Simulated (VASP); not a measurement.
Here is a VASP 6.6.1 calculation.

INCAR

```
PREC     = Accurate       # precision mode
ENCUT    = 520            # plane-wave cutoff, eV
EDIFF    = 1E-7           # SCF threshold, eV
ISMEAR   = 0              # smearing method
SIGMA    = 0.1            # smearing width, eV
LREAL    = F              # projectors in reciprocal space
LASPH    = T              # aspherical terms in the spheres
NELM     = 150            # most SCF steps
ALGO     = Normal         # electronic algorithm
ISIF     = 2              # what is computed and relaxed
LWAVE    = F              # write WAVECAR
LCHARG   = F              # write CHGCAR
ISPIN    = 2              # spin polarisation
MAGMOM   = 0 1 1 0 0 0    # initial moments
LORBIT   = 11             # projections on sites
LMAXMIX  = 4              # l up to which the mixer works
GGA      = PE             # functional
NBANDS   = 44             # bands
```

Contents of KPOINTS:

```
regular mesh
0
Gamma
  4 4 4
```

The input POSCAR:

```
LuSc2N3
1.0
    4.2234417034      0.0000000000      0.0000000000
    0.0000000000      4.2234417034      0.0000000000
    0.0000000000      0.0000000000      6.1201557063
Lu Sc N
1 2 3
Direct
    0.5000000000      0.5000000000      0.0000000000
    0.0000000000      0.5000000000      0.5000000000
    0.5000000000      0.0000000000      0.5000000000
    0.5000000000      0.5000000000      0.6602067623
    0.5000000000      0.5000000000      0.3397932377
    0.0000000000      0.0000000000      0.5000000000
```

Potentials or basis: VASP PAW PBE potentials, release 64 (Lu, Sc_sv, N).

Launch:

```sh
$ cat potpaw_PBE.64/Lu/POTCAR potpaw_PBE.64/Sc_sv/POTCAR potpaw_PBE.64/N/POTCAR > POTCAR
$ mpirun -np 1 vasp_std > vasp.out
```

Estimate the pressure.

0.6 GPa.

What does it give for the band gap on the k mesh?

Zero (filled and empty bands overlap).

Estimate the net moment.

0.00 μB per cell.

What does it give for the largest force?

0.076 eV/Å.

Stress tensor (GPa, compression positive):
```
0.55 0.00 0.00
0.00 0.55 0.00
0.00 0.00 0.78
```

Caveat: the k points lie up to 0.37 Å⁻¹ apart; spin-orbit coupling is left out, which moves the levels of the heavy elements.
